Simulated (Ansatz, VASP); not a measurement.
HfN in VASP and in Ansatz

INCAR

```
  ALGO = Normal
  EDIFF = 1E-6
  ENCUT = 600
  GGA = CA
  GGA_COMPAT = False
  ISIF = 2
  ISMEAR = -1
  LASPH = True
  LCHARG = False
  LREAL = False
  LWAVE = False
  NBANDS = 14
  NELM = 120
  PREC = Accurate
  SIGMA = 0.1
```

KPOINTS

```
k-points
0
Gamma
  10 10 10
```

The input POSCAR:

```
HfN
1.0
    0.0000000000      2.4548220000      2.4548220000
    2.4548220000      0.0000000000      2.4548220000
    2.4548220000      2.4548220000      0.0000000000
Hf N
1 1
Direct
    0.0000000000      0.0000000000      0.0000000000
    0.7500000000      0.7500000000      0.7500000000
```

Input for Ansatz:

```yaml
crystal:
  lattice:
    - [0.0, 2.454822, 2.454822]
    - [2.454822, 0.0, 2.454822]
    - [2.454822, 2.454822, 0.0]
  atoms:
    - { symbol: Hf, position: [0.0, 0.0, 0.0] }
    - { symbol: "N", position: [0.75, 0.75, 0.75] }
kpoints:
  mp_grid:
    grid: [10, 10, 10]
hamiltonian:
  xc: lda
  pseudopotentials:
    kind: paw
scf:
  occupations:
    method: fermi_dirac
output:
  forces: true
  stress: true
  eigenvalues: true
```

Alike in both runs: task single point; functional LDA; k mesh 10 × 10 × 10; no spin polarisation.

```csv
,VASP,Ansatz
version,VASP 6.6.1,Ansatz 0.2.0
potentials or method,"VASP PAW LDA potentials, release 64 (Hf_pv, N)","plane waves, PAW"
plane-wave cutoff (eV),600,420
occupations,"fermi-dirac, width 0.1 eV",fermi-dirac
valence electrons in the cell,15,31
```

```csv
,VASP,Ansatz,Ansatz less VASP
gap on the k mesh at the Fermi level (eV),none,none,-
pressure (GPa),-9.9,-9.6,+0.38
```

LDA's correlation is that of Perdew and Zunger in VASP and of Perdew and Wang (1992) in Ansatz. A gap of «none» marks a metal or a gap that the smearing closes. VASP's potentials hold 15 valence electrons a cell and Ansatz's 31, so a difference there can come from the potentials and not from the codes.

Spin-orbit coupling is off throughout.
